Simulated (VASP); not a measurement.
# Si (Fd-3m) in VASP: single point with b88 exchange, lda correlation

Aim: the single point of Si with b88 exchange, lda correlation.

All numbers are computed with VASP 6.6.1; they aren't measurements. Logs are shortened: lines on timing, memory, paths and dates and some standing lists are left out, and cuts for length are marked.

## Step 1: The cell of the first run

Symmetry: Fd-3m, No. 227, cubic system. The conventional cell has a = 5.427 Å, b = 5.427 Å, c = 5.427 Å, α = 90.00°, β = 90.00°, γ = 90.00°. Within 3.1 Å of Si (site symmetry -43m) lie 4 Si at 2.35 Å.

## Step 2: Single point, b88 exchange, lda correlation

Input file POSCAR:

```
Si
1.0
    0.0000000000      2.7135600000      2.7135600000
    2.7135600000      0.0000000000      2.7135600000
    2.7135600000      2.7135600000      0.0000000000
Si
2
Direct
    0.7500000000      0.7500000000      0.7500000000
    0.5000000000      0.5000000000      0.5000000000
```

Input file INCAR.step1:

```
SYSTEM = Si
ALGO = Normal ; EDIFF = 1E-6
ENCUT = 400 ; GGA = LIBXC
GGA_COMPAT = .FALSE. ; ISIF = 2
ISMEAR = 0 ; LASPH = .TRUE.
LCHARG = .TRUE. ; LIBXC1 = GGA_X_B88
LIBXC2 = LDA_C_PW ; LORBIT = 11
LREAL = .FALSE. ; LWAVE = .FALSE.
NBANDS = 11 ; NEDOS = 2001
NELM = 120 ; PREC = Accurate
SIGMA = 0.01
```

Input file KPOINTS.step1:

```
k-points
0
G
  3 3 3
  0 0 0
```

Input file INCAR.step2:

```
SYSTEM = Si
ALGO = Normal ; EDIFF = 1E-6
ENCUT = 400 ; GGA = LIBXC
GGA_COMPAT = .FALSE. ; ICHARG = 11
ISIF = 2 ; ISMEAR = -5
LASPH = .TRUE. ; LCHARG = .FALSE.
LIBXC1 = GGA_X_B88 ; LIBXC2 = LDA_C_PW
LORBIT = 11 ; LREAL = .FALSE.
LWAVE = .FALSE. ; NBANDS = 11
NEDOS = 1001 ; NELM = 120
PREC = Accurate ; SIGMA = 0.01
```

Input file KPOINTS.step2:

```
k-points
0
G
  5 5 5
  0 0 0
```

Potentials or basis: VASP PAW PBE potentials, release 64 (Si).

Command:

```console
$ cat potpaw_PBE.64/Si/POTCAR > POTCAR
$ cp INCAR.step1 INCAR
$ cp KPOINTS.step1 KPOINTS
$ mpirun -np 1 vasp_std > vasp.out
$ cp INCAR.step2 INCAR
$ cp KPOINTS.step2 KPOINTS
$ mpirun -np 1 vasp_std > vasp.out
```

OUTCAR:

```text
SYSTEM = Si
   EDIFF = 1E-6
   ENCUT = 400
   GGA = LIBXC
   ICHARG = 11
   ISIF = 2
   ISMEAR = -5
   LASPH = .TRUE.
   LORBIT = 11
   LREAL = .FALSE.
   NELM = 120
   PREC = Accurate

 ion  position               nearest neighbor table
   1  0.750  0.750  0.750-   2 2.35   2 2.35   2 2.35   2 2.35
   2  0.500  0.500  0.500-   1 2.35   1 2.35   1 2.35   1 2.35

  LATTYP: Found a face centered cubic cell.
 ALAT       =     5.4271200000

  Lattice vectors:

 A1 = (   0.0000000000,   2.7135600000,   2.7135600000)
 A2 = (   2.7135600000,   0.0000000000,   2.7135600000)
 A3 = (   2.7135600000,   2.7135600000,   0.0000000000)

Analysis of symmetry for initial positions (statically):
=====================================================================
 Subroutine PRICEL returns:
 Original cell was already a primitive cell.

 Routine SETGRP: Setting up the symmetry group for a
 face centered cubic supercell.

 Subroutine GETGRP returns: Found 48 space group operations
 (whereof 24 operations were pure point group operations)
 out of a pool of 48 trial point group operations.

The static configuration has the point symmetry T_d .
 The point group associated with its full space group is O_h .

Analysis of symmetry for dynamics (positions and initial velocities):
=====================================================================
 Subroutine PRICEL returns:
 Original cell was already a primitive cell.

 Routine SETGRP: Setting up the symmetry group for a
 face centered cubic supercell.

 Subroutine GETGRP returns: Found 48 space group operations
 (whereof 24 operations were pure point group operations)
 out of a pool of 48 trial point group operations.

The dynamic configuration has the point symmetry T_d .
 The point group associated with its full space group is O_h .

 Subroutine INISYM returns: Found 48 space group operations
 (whereof 24 operations are pure point group operations),
 and found     1 'primitive' translations

----------------------------------------------------------------------------------------

                                     Primitive cell

  volume of cell :      39.9621

  direct lattice vectors                    reciprocal lattice vectors
     0.000000000  2.713560000  2.713560000    -0.184259792  0.184259792  0.184259792
     2.713560000  0.000000000  2.713560000     0.184259792 -0.184259792  0.184259792
     2.713560000  2.713560000  0.000000000     0.184259792  0.184259792 -0.184259792

  length of vectors
     3.837553354  3.837553354  3.837553354     0.319147321  0.319147321  0.319147321

  position of ions in fractional coordinates (direct lattice)
     0.750000000  0.750000000  0.750000000
     0.500000000  0.500000000  0.500000000

  ion indices of the primitive-cell ions
   primitive index   ion index
                 1           1
                 2           2

----------------------------------------------------------------------------------------

 KPOINTS: k-points

Automatic generation of k-mesh.
 Grid dimensions read from file:
 generate k-points for:    5    5    5

 Generating k-lattice:

  Cartesian coordinates                     Fractional coordinates (reciprocal lattice)
    -0.036851958  0.036851958  0.036851958     0.200000000  0.000000000  0.000000000
     0.036851958 -0.036851958  0.036851958     0.000000000  0.200000000  0.000000000
     0.036851958  0.036851958 -0.036851958     0.000000000  0.000000000  0.200000000

  Length of vectors
     0.063829464  0.063829464  0.063829464

  Shift w.r.t. Gamma in fractional coordinates (k-lattice)
     0.000000000  0.000000000  0.000000000

 TETIRR: Found     24 inequivalent tetrahedra from      750

 Subroutine IBZKPT returns following result:
 ===========================================

 Found     10 irreducible k-points:

 Following reciprocal coordinates:
            Coordinates               Weight
  0.000000  0.000000  0.000000      1.000000
  0.200000  0.000000  0.000000      8.000000
  0.400000  0.000000  0.000000      8.000000
  0.200000  0.200000  0.000000      6.000000
  0.400000  0.200000  0.000000     24.000000
 -0.400000  0.200000  0.000000     24.000000
 -0.200000  0.200000  0.000000     12.000000
  0.400000  0.400000  0.000000      6.000000
 -0.400000  0.400000  0.000000     12.000000
 -0.400000  0.400000  0.200000     24.000000
   k-points           NKPTS =     10   k-points in BZ     NKDIM =     10   number of bands    NBANDS=     11
   number of dos      NEDOS =   1001   number of ions     NIONS =      2
   total plane-waves  NPLWV =  21952
   dimension x,y,z NGX =    28 NGY =   28 NGZ =   28
   dimension x,y,z NGXF=    56 NGYF=   56 NGZF=   56
   ions per type =               2
   NGX,Y,Z   is equivalent  to a cutoff of  12.13, 12.13, 12.13 a.u.
   NGXF,Y,Z  is equivalent  to a cutoff of  24.26, 24.26, 24.26 a.u.
 SYSTEM =  Si
   PREC   = accura    normal or accurate (medium, high low for compatibility)
   ISTART =      0    job   : 0-new  1-cont  2-samecut
   ICHARG =     11    charge: 1-file 2-atom 10-const
   ISPIN  =      1    spin polarized calculation?
   LNONCOLLINEAR =      F non collinear calculations
   LSORBIT =      F    spin-orbit coupling
   LASPH  =      T    aspherical Exc in radial PAW
   ENCUT  =  400.0 eV  29.40 Ry    5.42 a.u.   6.26  6.26  6.26*2*pi/ulx,y,z
   NELM   =    120;   NELMIN=  2; NELMDL=  0     # of ELM steps
   EDIFF  = 0.1E-05   stopping-criterion for ELM
   LREAL  =      F    real-space projection
[... 7 lines left out ...]
   TEBEG  =    0.0;   TEEND  =   0.0 temperature during run
   PSTRESS=    0.0 pullay stress
   NELECT =       8.0000    total number of electrons
   NUPDOWN=      -1.0000    fix difference up-down
   EMIN   =  10.00;   EMAX   =-10.00  energy-range for DOS
   EFERMI =   0.00;   METHOD = LEGACY
   ISMEAR =    -5;   SIGMA  =   0.01  broadening in eV -4-tet -1-fermi 0-gaus
   EFERMI_NEDOS =   21; number of points for ismear=-14 and -15
   IALGO  =     38    algorithm
   IMIX   =      4    mixing-type and parameters
     AMIX     =   0.40;   BMIX     =  1.00
     AMIX_MAG =   1.60;   BMIX_MAG =  1.00
  volume/ion in A,a.u.               =      19.98       134.84
  Fermi-wavevector in a.u.,A,eV,Ry     =   0.957684  1.809760 12.478691  0.917158
  Thomas-Fermi vector in A             =   2.086724
   LORBIT       =     11    0 simple, 1 ext, 2 COOP (PROOUT), +10 PAW based schemes
   GGA     = LIBXC    functional components
   LHFCALC =     F    Hartree Fock is set to
   AEXX    =    0.0000 exact exchange contribution
   IVDW    =     0    specifies the selected vdW correction
   LEPSILON=     F    determine dielectric tensor
   LRPA    =     F    only Hartree local field effects (RPA)
 non-spin polarized calculation
 Fermi weights with tetrahedron method with Bloechl corrections
  energy-cutoff  :      400.00
  volume of cell :       39.96
 maximum number of plane-waves:       739
 NGX is ok and might be reduce to    28

 number of electron       8.0000001 magnetization

 Free energy of the ion-electron system (eV)
  ---------------------------------------------------
  ext. energy  EPLUGINS =         0.00000000
  ---------------------------------------------------
  free energy    TOTEN  =        -9.06849607 eV

  energy without entropy =       -9.06849607  energy(sigma->0) =       -9.06849607

 E-fermi :   5.8432     XC(G=0):  -9.0711

 val. band max:        5.8355756720   @ k =   0.0000   0.0000   0.0000
 cond. band min:       6.7430891627   @ k =   0.4000   0.4000   0.0000
 fundamental gap:      0.9075134907
 Fermi energy:         5.8432015827

 k-point     1 :       0.0000    0.0000    0.0000
  band No.  band energies     occupation
      1      -6.0138      2.00000
      2       5.8356      2.00000
      3       5.8356      2.00000
      4       5.8356      2.00000
      5       8.5708      0.00000
      6       8.5708      0.00000
      7       8.5708      0.00000
      8       9.2832      0.00000
      9      13.7563      0.00000
     10      13.7563      0.00000
     11      14.4118      0.00000

 k-point     2 :       0.2000    0.0000    0.0000
  band No.  band energies     occupation
      1      -5.5024      2.00000
      2       2.8998      2.00000
      3       5.2795      2.00000
      4       5.2795      2.00000
      5       8.2393      0.00000
      6       9.3585      0.00000
      7       9.3585      0.00000
      8      11.9994      0.00000
      9      13.1404      0.00000
     10      13.1404      0.00000
     11      15.5406      0.00000

 k-point     3 :       0.4000    0.0000    0.0000
  band No.  band energies     occupation
      1      -4.1659      2.00000
      2      -0.3106      2.00000
      3       4.7374      2.00000
      4       4.7374      2.00000
      5       7.6520      0.00000
      6       9.4695      0.00000
      7       9.4695      0.00000
      8      14.2063      0.00000
      9      15.0315      0.00000
     10      15.0315      0.00000
     11      16.1999      0.00000

 k-point     4 :       0.2000    0.2000    0.0000
  band No.  band energies     occupation
      1      -5.3259      2.00000
      2       3.2308      2.00000
      3       4.4098      2.00000
      4       4.4098      2.00000
      5       7.5604      0.00000
      6       9.9905      0.00000
      7      10.8459      0.00000
      8      10.8459      0.00000
      9      13.0631      0.00000
     10      14.5314      0.00000
     11      16.7709      0.00000

 k-point     5 :       0.4000    0.2000    0.0000
  band No.  band energies     occupation
      1      -4.2012      2.00000
      2       0.5964      2.00000
      3       3.3186      2.00000
      4       3.9071      2.00000
      5       7.8874      0.00000
      6      10.1895      0.00000
      7      10.9224      0.00000
      8      11.4361      0.00000
      9      16.1375      0.00000
     10      16.4556      0.00000
     11      16.9800      0.00000

 k-point     6 :      -0.4000    0.2000    0.0000
  band No.  band energies     occupation
      1      -3.3430      2.00000
      2      -0.7580      2.00000
      3       2.5345      2.00000
      4       4.1751      2.00000
      5       8.1658      0.00000
      6      10.6328      0.00000
      7      10.8356      0.00000
      8      13.6319      0.00000
      9      14.4553      0.00000
     10      14.4854      0.00000
     11      17.9083      0.00000

 k-point     7 :      -0.2000    0.2000    0.0000
  band No.  band energies     occupation
      1      -4.6823      2.00000
      2       1.4144      2.00000
      3       2.9758      2.00000
      4       5.0126      2.00000
      5       8.9237      0.00000
      6      10.0001      0.00000
      7      10.3290      0.00000
      8      11.8186      0.00000
      9      12.2263      0.00000
     10      16.7503      0.00000
     11      16.9439      0.00000

 k-point     8 :       0.4000    0.4000    0.0000
  band No.  band energies     occupation
      1      -3.3327      2.00000
      2      -0.2984      2.00000
      3       3.2245      2.00000
      4       3.2245      2.00000
      5       6.7431      0.00000
      6       7.4975      0.00000
      7      14.4690      0.00000
      8      14.4690      0.00000
      9      16.8421      0.00000
     10      17.1934      0.00000
     11      18.5775      0.00000

 k-point     9 :      -0.4000    0.4000    0.0000
  band No.  band energies     occupation
      1      -2.1581      2.00000
      2      -1.5410      2.00000
      3       1.9476      2.00000
      4       3.3387      2.00000
      5       7.1980      0.00000
      6       9.2526      0.00000
      7      14.0924      0.00000
      8      14.6732      0.00000
      9      14.7292      0.00000
     10      15.1011      0.00000
     11      20.3703      0.00000

 k-point    10 :      -0.4000    0.4000    0.2000
  band No.  band energies     occupation
      1      -2.9091      2.00000
      2      -0.6802      2.00000
      3       2.0275      2.00000
      4       2.9770      2.00000
      5       9.4684      0.00000
      6       9.9010      0.00000
      7      10.4524      0.00000
      8      13.8303      0.00000
      9      14.4297      0.00000
     10      16.1977      0.00000
     11      19.2887      0.00000

------------------------ aborting loop because EDIFF is reached ----------------------------------------

  FORCE on cell =-STRESS in cart. coord.  units (eV):
  Direction    XX          YY          ZZ          XY          YZ          ZX
  --------------------------------------------------------------------------------------
  -------------------------------------------------------------------------------------
  Total        1.1627535      1.1627535      1.1627535     -0.0000000     -0.0000000      0.0000000
  in kB       46.6176038     46.6176038     46.6176038     -0.0000000     -0.0000000      0.0000000
  external PRESSURE =      46.6176038 kB  Pullay stress =       0.0000000 kB

 VOLUME and BASIS-vectors are now :
 -----------------------------------------------------------------------------
  energy-cutoff  :      400.00
  volume of cell :       39.96
      direct lattice vectors                 reciprocal lattice vectors
     0.000000000  2.713560000  2.713560000    -0.184259792  0.184259792  0.184259792
     2.713560000  0.000000000  2.713560000     0.184259792 -0.184259792  0.184259792
     2.713560000  2.713560000  0.000000000     0.184259792  0.184259792 -0.184259792

 POSITION                                       TOTAL-FORCE (eV/Angst)
 -----------------------------------------------------------------------------------
      4.07034      4.07034      4.07034         0.000000      0.000000      0.000000
      2.71356      2.71356      2.71356        -0.000000     -0.000000     -0.000000
 -----------------------------------------------------------------------------------
    total drift:                                0.000000      0.000000     -0.000000

  FREE ENERGIE OF THE ION-ELECTRON SYSTEM (eV)
  ---------------------------------------------------
  free  energy   TOTEN  =        -9.0684960744 eV

  energy  without entropy=       -9.0684960744  energy(sigma->0) =       -9.06849607

 total charge

# of ion       s       p       d       tot
------------------------------------------
    1        0.747   0.965   0.000   1.712
    2        0.747   0.965   0.000   1.712
--------------------------------------------------
tot          1.495   1.930   0.000   3.425
```

Wall time 12 s (1 thread of Intel Xeon 8259CL, shared host); peak memory 0.14 GiB.

What came out:

- Valence electrons inside the program's atomic spheres: Si 1.71

Levels at points of the mesh, in eV from the valence-band top:
```csv
k point,band 1,band 2,band 3,band 4,band 5,band 6,band 7,band 8
"(0.00, 0.00, 0.00)",-11.85,0.00,0.00,0.00,2.74,2.74,2.74,3.45
```

Caveat: the k points lie up to 0.67 Å⁻¹ apart; the PAW data sets were made with another functional, which shifts forces and pressure a little.
